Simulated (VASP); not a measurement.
# Pb (Im-3m) in VASP: a series of runs

Pb is run at these levels: PBEsol; tasks: single point.

Program: VASP 6.6.1. These are calculated values, not measurements. Logs are shortened: lines on timing, memory, paths and dates and some standing lists are left out, and cuts for length are marked.

**1. The cell of the first run**

The structure is cubic, space group Im-3m (No. 229). Conventional cell: a = 3.378 Å, b = 3.378 Å, c = 3.378 Å, α = 90.00°, β = 90.00°, γ = 90.00°. Within 3.9 Å of Pb (site symmetry m-3m) lie 14 Pb at 2.93 to 3.38 Å.

This isn't the form of Pb at room conditions, which is fcc.

**2. Single point, PBEsol**

INCAR reads:

```
SYSTEM = Pb
ALGO = Normal ; EDIFF = 1E-7
ENCUT = 520 ; GGA = PS
ISIF = 2 ; ISMEAR = 1
LASPH = .TRUE. ; LCHARG = .FALSE.
LREAL = .FALSE. ; LWAVE = .FALSE.
NBANDS = 13 ; NELM = 100
PREC = Accurate ; SIGMA = 0.05
```

KPOINTS reads:

```
k-points
0
G
  15 15 15
  0 0 0
```

POSCAR reads:

```
Pb
1.0
   -1.6890494048      1.6890494048      1.6890494048
    1.6890494048     -1.6890494048      1.6890494048
    1.6890494048      1.6890494048     -1.6890494048
Pb
1
Direct
    0.0000000000      0.0000000000      0.0000000000
```

Potentials or basis: VASP PAW PBE potentials, release 64 (Pb_d).

On the command line:

```bash
$ cat potpaw_PBE.64/Pb_d/POTCAR > POTCAR
$ mpirun -np 1 vasp_std > vasp.out
```

OUTCAR:

```text
SYSTEM = Pb
   EDIFF = 1E-7
   ENCUT = 520
   GGA = PS
   ISIF = 2
   ISMEAR = 1
   LASPH = .TRUE.
   LREAL = .FALSE.
   NELM = 100
   PREC = Accurate

 ion  position               nearest neighbor table
   1  0.000  0.000  0.000-

  LATTYP: Found a body centered cubic cell.
 ALAT       =     3.3780988096

  Lattice vectors:

 A1 = (  -1.6890494048,   1.6890494048,   1.6890494048)
 A2 = (   1.6890494048,  -1.6890494048,   1.6890494048)
 A3 = (   1.6890494048,   1.6890494048,  -1.6890494048)

Analysis of symmetry for initial positions (statically):
=====================================================================
 Subroutine PRICEL returns:
 Original cell was already a primitive cell.

 Routine SETGRP: Setting up the symmetry group for a
 body centered cubic supercell.

 Subroutine GETGRP returns: Found 48 space group operations
 (whereof 48 operations were pure point group operations)
 out of a pool of 48 trial point group operations.

The static configuration has the point symmetry O_h .

Analysis of symmetry for dynamics (positions and initial velocities):
=====================================================================
 Subroutine PRICEL returns:
 Original cell was already a primitive cell.

 Routine SETGRP: Setting up the symmetry group for a
 body centered cubic supercell.

 Subroutine GETGRP returns: Found 48 space group operations
 (whereof 48 operations were pure point group operations)
 out of a pool of 48 trial point group operations.

The dynamic configuration has the point symmetry O_h .

 Subroutine INISYM returns: Found 48 space group operations
 (whereof 48 operations are pure point group operations),
 and found     1 'primitive' translations

----------------------------------------------------------------------------------------

                                     Primitive cell

  volume of cell :      19.2747

  direct lattice vectors                    reciprocal lattice vectors
    -1.689049405  1.689049405  1.689049405     0.000000000  0.296024497  0.296024497
     1.689049405 -1.689049405  1.689049405     0.296024497  0.000000000  0.296024497
     1.689049405  1.689049405 -1.689049405     0.296024497  0.296024497  0.000000000

  length of vectors
     2.925519386  2.925519386  2.925519386     0.418641858  0.418641858  0.418641858

  position of ions in fractional coordinates (direct lattice)
     0.000000000  0.000000000  0.000000000

  ion indices of the primitive-cell ions
   primitive index   ion index
                 1           1

----------------------------------------------------------------------------------------

 KPOINTS: k-points

Automatic generation of k-mesh.
 Grid dimensions read from file:
 generate k-points for:   15   15   15

 Generating k-lattice:

  Cartesian coordinates                     Fractional coordinates (reciprocal lattice)
     0.000000000  0.019734966  0.019734966     0.066666667  0.000000000  0.000000000
     0.019734966  0.000000000  0.019734966     0.000000000  0.066666667  0.000000000
     0.019734966  0.019734966  0.000000000     0.000000000  0.000000000  0.066666667

  Length of vectors
     0.027909457  0.027909457  0.027909457

  Shift w.r.t. Gamma in fractional coordinates (k-lattice)
     0.000000000  0.000000000  0.000000000

 Subroutine IBZKPT returns following result:
 ===========================================

 Found    120 irreducible k-points:

 Following reciprocal coordinates:
            Coordinates               Weight
  0.000000  0.000000  0.000000      1.000000
  0.066667  0.000000  0.000000     12.000000
  0.133333  0.000000  0.000000     12.000000
  0.200000  0.000000  0.000000     12.000000
  0.266667  0.000000  0.000000     12.000000
  0.333333  0.000000  0.000000     12.000000
[... 16 lines left out ...]
  0.333333  0.200000  0.000000     48.000000
  0.400000  0.200000  0.000000     24.000000
 [... further k-points ...]
   k-points           NKPTS =    120   k-points in BZ     NKDIM =    120   number of bands    NBANDS=     13
   number of dos      NEDOS =    301   number of ions     NIONS =      1
   total plane-waves  NPLWV =  13824
   dimension x,y,z NGX =    24 NGY =   24 NGZ =   24
   dimension x,y,z NGXF=    48 NGYF=   48 NGZF=   48
   ions per type =               1
   NGX,Y,Z   is equivalent  to a cutoff of  13.64, 13.64, 13.64 a.u.
   NGXF,Y,Z  is equivalent  to a cutoff of  27.28, 27.28, 27.28 a.u.
 SYSTEM =  Pb
   PREC   = accura    normal or accurate (medium, high low for compatibility)
   ISTART =      0    job   : 0-new  1-cont  2-samecut
   ICHARG =      2    charge: 1-file 2-atom 10-const
   ISPIN  =      1    spin polarized calculation?
   LNONCOLLINEAR =      F non collinear calculations
   LSORBIT =      F    spin-orbit coupling
   LASPH  =      T    aspherical Exc in radial PAW
   ENCUT  =  520.0 eV  38.22 Ry    6.18 a.u.   5.44  5.44  5.44*2*pi/ulx,y,z
   NELM   =    100;   NELMIN=  2; NELMDL= -5     # of ELM steps
   EDIFF  = 0.1E-06   stopping-criterion for ELM
   LREAL  =      F    real-space projection
   EDIFFG = 0.1E-05   stopping-criterion for IOM
   NSW    =      0    number of steps for IOM
   IBRION =     -1    ionic relax: 0-MD 1-quasi-New 2-CG
   NFREE  =      0    steps in history (QN), initial steepest desc. (CG)
   ISIF   =      2    stress and relaxation
   ISYM   =      2    0-nonsym 1-usesym 2-fastsym
   POTIM  = 0.5000    time-step for ionic-motion
   TEBEG  =    0.0;   TEEND  =   0.0 temperature during run
   PSTRESS=    0.0 pullay stress
   NELECT =      14.0000    total number of electrons
   NUPDOWN=      -1.0000    fix difference up-down
   EMIN   =  10.00;   EMAX   =-10.00  energy-range for DOS
   EFERMI =   0.00;   METHOD = LEGACY
   ISMEAR =     1;   SIGMA  =   0.05  broadening in eV -4-tet -1-fermi 0-gaus
   EFERMI_NEDOS =   21; number of points for ismear=-14 and -15
   IALGO  =     38    algorithm
   IMIX   =      4    mixing-type and parameters
     AMIX     =   0.40;   BMIX     =  1.00
     AMIX_MAG =   1.60;   BMIX_MAG =  1.00
  volume/ion in A,a.u.               =      19.27       130.07
  Fermi-wavevector in a.u.,A,eV,Ry     =   1.471596  2.780913 29.464691  2.165594
  Thomas-Fermi vector in A             =   2.586712
   LORBIT       =      0    0 simple, 1 ext, 2 COOP (PROOUT), +10 PAW based schemes
   GGA     = PS    functional components
   LHFCALC =     F    Hartree Fock is set to
   AEXX    =    0.0000 exact exchange contribution
   IVDW    =     0    specifies the selected vdW correction
   LEPSILON=     F    determine dielectric tensor
   LRPA    =     F    only Hartree local field effects (RPA)
 non-spin polarized calculation
 Methfessel and Paxton  Order N= 1 SIGMA  =   0.05
  energy-cutoff  :      520.00
  volume of cell :       19.27
 maximum number of plane-waves:       537
 NGX is ok and might be reduce to    24
   NGX = 11   NGY = 11   NGZ = 11

 number of electron      14.0000004 magnetization

 Free energy of the ion-electron system (eV)
  ---------------------------------------------------
  ext. energy  EPLUGINS =         0.00000000
  ---------------------------------------------------
  free energy    TOTEN  =        -2.65724997 eV

  energy without entropy =       -2.65721041  energy(sigma->0) =       -2.65723678

 E-fermi :  13.7519     XC(G=0): -12.7255

 val. band max:       13.7007320685   @ k =   0.2000   0.2000   0.2000
 cond. band min:      13.7605035541   @ k =   0.2667   0.2000   0.0667
 fundamental gap:      0.0597714856
 Fermi energy:        13.7518993850

 k-point     1 :       0.0000    0.0000    0.0000
  band No.  band energies     occupation
      1      -4.4786      2.00000
      2      -4.4786      2.00000
      3      -4.4786      2.00000
      4      -3.6967      2.00000
      5      -3.6967      2.00000
      6      -2.3457      2.00000
      7      24.8136      0.00000
      8      24.8136      0.00000
      9      24.8136      0.00000
     10      26.2364      0.00000
     11      26.2364      0.00000
     12      26.2364      0.00000
     13      30.5413      0.00000

 k-point     2 :       0.0667    0.0000    0.0000
  band No.  band energies     occupation
      1      -4.4935      2.00000
      2      -4.4688      2.00000
      3      -4.4280      2.00000
      4      -3.7135      2.00000
      5      -3.6969      2.00000
      6      -2.2055      2.00000
      7      24.0328      0.00000
      8      24.6766      0.00000
      9      24.8378      0.00000
     10      25.2964      0.00000
     11      25.6217      0.00000
     12      25.8781      0.00000
     13      31.0153      0.00000

 k-point     3 :       0.1333    0.0000    0.0000
  band No.  band energies     occupation
      1      -4.5356      2.00000
      2      -4.4549      2.00000
      3      -4.2826      2.00000
      4      -3.7563      2.00000
      5      -3.6968      2.00000
      6      -1.7729      2.00000
      7      21.3016      0.00000
      8      23.7568      0.00000
      9      24.2528      0.00000
     10      24.8794      0.00000
     11      24.9027      0.00000
     12      26.0206      0.00000
     13      31.3889      0.00000
[... 305 lines left out ...]
 k-point    23 :       0.3333    0.2000    0.0000
  band No.  band energies     occupation
      1      -4.7417      2.00000
      2      -4.4456      2.00000
      3      -3.8415      2.00000
      4      -3.7603      2.00000
      5      -3.4528      2.00000
      6       4.7565      2.00000
      7       9.3723      2.00000
      8      13.9985     -0.00000
      9      19.3007      0.00000
     10      25.8893      0.00000
     11      28.2964      0.00000
     12      30.1465      0.00000
     13      31.9217      0.00000

 k-point    24 :       0.4000    0.2000    0.0000
  band No.  band energies     occupation
      1      -4.7509      2.00000
      2      -4.4533      2.00000
      3      -3.8446      2.00000
      4      -3.7427      2.00000
      5      -3.4251      2.00000
      6       5.9113      2.00000
      7       8.0386      2.00000
      8      13.7795      0.20518
      9      19.1741      0.00000
     10      25.9089      0.00000
     11      28.7010      0.00000
     12      29.8506      0.00000
     13      31.6589      0.00000

 [... further k-points ...]

------------------------ aborting loop because EDIFF is reached ----------------------------------------

  FORCE on cell =-STRESS in cart. coord.  units (eV):
  Direction    XX          YY          ZZ          XY          YZ          ZX
  --------------------------------------------------------------------------------------
  -------------------------------------------------------------------------------------
  Total        7.2022055      7.2022055      7.2022055      0.0000000      0.0000000      0.0000000
  in kB      598.6721310    598.6721310    598.6721310      0.0000000      0.0000000      0.0000000
  external PRESSURE =     598.6721310 kB  Pullay stress =       0.0000000 kB

 VOLUME and BASIS-vectors are now :
 -----------------------------------------------------------------------------
  energy-cutoff  :      520.00
  volume of cell :       19.27
      direct lattice vectors                 reciprocal lattice vectors
    -1.689049405  1.689049405  1.689049405     0.000000000  0.296024497  0.296024497
     1.689049405 -1.689049405  1.689049405     0.296024497  0.000000000  0.296024497
     1.689049405  1.689049405 -1.689049405     0.296024497  0.296024497  0.000000000

 POSITION                                       TOTAL-FORCE (eV/Angst)
 -----------------------------------------------------------------------------------
      0.00000      0.00000      0.00000         0.000000     -0.000000     -0.000000
 -----------------------------------------------------------------------------------
    total drift:                                0.000000      0.000000     -0.000000

  FREE ENERGIE OF THE ION-ELECTRON SYSTEM (eV)
  ---------------------------------------------------
  free  energy   TOTEN  =        -2.6572499692 eV

  energy  without entropy=       -2.6572104108  energy(sigma->0) =       -2.65723678
```

It took 31 s on 1 thread of Intel Xeon 8259CL, shared host; peak memory 0.16 GiB.

Results:

- Free energy: -2.6572 eV
- Pressure: 59.9 GPa
- Band gap on the k mesh: zero (bands 7 and 8 overlap by 14.72 eV)

Caveat: the cell stands under pressure; the PAW data sets were made with another functional, which shifts forces and pressure a little; spin-orbit coupling is left out, which moves the levels of the heavy elements.

**3. Single point, PBEsol**

This run uses another cell than the first one, of 20.92 Å³/atom.

INCAR reads:

```
SYSTEM = Pb
PREC = Accurate ; ENCUT = 520
EDIFF = 1E-6 ; ISMEAR = 1
SIGMA = 0.05 ; LREAL = .FALSE.
LASPH = .TRUE. ; NELM = 60
ALGO = Normal ; ISIF = 2
LWAVE = .FALSE. ; LCHARG = .FALSE.
GGA = PS ; NBANDS = 13
```

KPOINTS reads:

```
Automatic mesh
0
G
  15 15 15
  0 0 0
```

POSCAR reads:

```
Pb
1.0
   -1.7359278277      1.7359278277      1.7359278277
    1.7359278277     -1.7359278277      1.7359278277
    1.7359278277      1.7359278277     -1.7359278277
Pb
1
Direct
    0.0000000000      0.0000000000      0.0000000000
```

Potentials or basis: VASP PAW PBE potentials, release 64 (Pb_d).

On the command line:

```bash
$ cat potpaw_PBE.64/Pb_d/POTCAR > POTCAR
$ mpirun -np 1 vasp_std > vasp.out
```

Wall time 41 s (1 thread of Intel Xeon 8259CL, shared host); peak memory 0.16 GiB.

The run converged. Its results:

| Quantity | Value |
| --- | --- |
| Free energy | -3.1663 eV |
| Pressure | 39.9 GPa |
| Band gap on the k mesh | zero (bands 7 and 8 overlap by 14.52 eV) |

Levels at points of the mesh, in eV from the Fermi level:
```csv
k point,band 3,band 4,band 5,band 6,band 7,band 8,band 9,band 10,band 11,band 12
"(0.00, 0.00, 0.00)",-17.85,-17.20,-17.20,-15.08,11.23,11.23,11.23,11.51,11.51,11.51
```

Caveat: the cell stands under pressure; the PAW data sets were made with another functional, which shifts forces and pressure a little; spin-orbit coupling is left out, which moves the levels of the heavy elements.

**4. Single point, PBEsol**

This run uses another cell than the first one, of 23.55 Å³/atom.

INCAR reads:

```
SYSTEM = Pb
PREC     = Accurate       ! precision mode
ENCUT    = 520            ! plane-wave cutoff, eV
EDIFF    = 1E-6           ! SCF threshold, eV
ISMEAR   = 1              ! smearing method
SIGMA    = 0.05           ! smearing width, eV
LREAL    = .False.        ! projectors in reciprocal space
LASPH    = .True.         ! aspherical terms in the spheres
NELM     = 100            ! most SCF steps
ALGO     = Normal         ! electronic algorithm
ISIF     = 2              ! what is computed and relaxed
LWAVE    = .False.        ! write WAVECAR
LCHARG   = .False.        ! write CHGCAR
GGA      = PS             ! functional
NBANDS   = 13             ! bands
```

KPOINTS reads:

```
Automatic mesh
0
Gamma
  15 15 15
  0 0 0
```

POSCAR reads:

```
Pb
1.0
   -1.8056762644      1.8056762644      1.8056762644
    1.8056762644     -1.8056762644      1.8056762644
    1.8056762644      1.8056762644     -1.8056762644
Pb
1
Direct
    0.0000000000      0.0000000000      0.0000000000
```

On the command line:

```bash
$ cat potpaw_PBE.64/Pb_d/POTCAR > POTCAR
$ mpirun -np 1 vasp_std > vasp.out
```

Run time: 38 s. Hardware: 1 thread of Intel Xeon 8259CL, shared host; peak memory 0.16 GiB.

It converged, with:

| Property | Result |
| --- | --- |
| Free energy | -3.6410 eV |
| Pressure | 19.9 GPa |
| Band gap on the k mesh | zero (bands 7 and 8 overlap by 13.01 eV) |

Levels at points of the mesh, in eV from the Fermi level:
| k point | band 3 | band 4 | band 5 | band 6 | band 7 | band 8 | band 9 | band 10 | band 11 | band 12 |
| --- | --- | --- | --- | --- | --- | --- | --- | --- | --- | --- |
| (0.00, 0.00, 0.00) | -17.42 | -16.94 | -16.94 | -13.80 | 10.20 | 10.20 | 10.20 | 11.35 | 11.35 | 11.35 |

Caveat: the cell stands under pressure; the PAW data sets were made with another functional, which shifts forces and pressure a little; spin-orbit coupling is left out, which moves the levels of the heavy elements.

**5. Single point, PBEsol**

This run uses another cell than the first one, of 29.91 Å³/atom.

INCAR reads:

```
SYSTEM = Pb
PREC = Accurate ; ENCUT = 520
EDIFF = 1E-7 ; ISMEAR = 1
SIGMA = 0.05 ; LREAL = .FALSE.
LASPH = .TRUE. ; NELM = 80
ALGO = Normal ; ISIF = 2
LWAVE = .FALSE. ; LCHARG = .TRUE.
GGA = PS ; LELF = .TRUE.
LVHAR = .TRUE. ; NBANDS = 13
```

KPOINTS reads:

```
regular mesh
0
G
  15 15 15
  0 0 0
```

POSCAR reads:

```
Pb
1.0
   -1.9554980528      1.9554980528      1.9554980528
    1.9554980528     -1.9554980528      1.9554980528
    1.9554980528      1.9554980528     -1.9554980528
Pb
1
Direct
    0.0000000000      0.0000000000      0.0000000000
```

On the command line:

```bash
$ cat potpaw_PBE.64/Pb_d/POTCAR > POTCAR
$ mpirun -np 1 vasp_std > vasp.out
```

Wall time 72 s (1 thread of Intel Xeon 8259CL, shared host); peak memory 0.18 GiB.

Results (log left out):

* Free energy: -3.9553 eV
* Pressure: -0.1 GPa
* Band gap on the k mesh: zero (bands 7 and 8 overlap by 9.87 eV)

Levels at points of the mesh, in eV from the Fermi level:
```tsv
k point	band 5	band 6	band 7	band 8	band 9	band 10
(0.00, 0.00, 0.00)	-16.75	-11.81	7.82	7.82	7.82	11.18
```

Caveat: the PAW data sets were made with another functional, which shifts forces and pressure a little; spin-orbit coupling is left out, which moves the levels of the heavy elements.

**6. The runs side by side**

```csv
cell,gap on the mesh (eV),pressure (GPa)
"a = 2.926 Å, angles 109.5°, 1 atom",none,59.9
"a = 3.007 Å, angles 109.5°, 1 atom",none,39.9
"a = 3.128 Å, angles 109.5°, 1 atom",none,19.9
"a = 3.387 Å, angles 109.5°, 1 atom",none,-0.1
```

Alike in all rows: task single point; level PBEsol; potentials or basis VASP PAW PBE potentials, release 64 (Pb_d); no spin polarisation; k mesh 15 × 15 × 15; cutoff (eV) 520; smearing methfessel-paxton 0.05 eV.

Caveats: the PAW data sets were made with another functional, which shifts forces and pressure a little; spin-orbit coupling is left out, which moves the levels of the heavy elements; the cell stands under pressure (at least some runs).

Absolute energies hang on the potentials; compare differences alone.
